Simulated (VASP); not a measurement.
Crystal: BaTiO3.

```
Ba Ti O
1.0
     3.99410    0.00000    0.00000
     0.00000    3.99410    0.00000
     0.00000    0.00000    3.99410
Ba Ti O
1 1 3
Cartesian
  1.9970 1.9970 1.9970
  0.0000 0.0000 0.0000
  1.9970 0.0000 0.0000
  0.0000 1.9970 0.0000
  0.0000 0.0000 1.9970
```

Base run:

* Program: VASP 6.6.1
* Functional: PBE
* Potentials or basis: VASP PAW PBE potentials, release 64 (Ba_sv, Ti_sv, O)
* Cutoff: 520 eV
* k mesh: 6 × 6 × 6
* Occupations: gaussian, width 0.01 eV
* Spin: no spin polarisation

Its results: band gap on the k mesh 1.76 eV (least direct gap 1.90 eV); electronic dielectric tensor (diagonal) 6.79.

**Question.** The run is repeated on the same cell with these changes: functional from PBE to r2SCAN. What comes out?

**Answer.** Band gap on the k mesh 2.15 eV (least direct gap 2.30 eV); electronic dielectric tensor (diagonal) 5.99.

Caveats: spin-orbit coupling is left out, which moves the levels of the heavy elements.

A k mesh can miss the band edges.
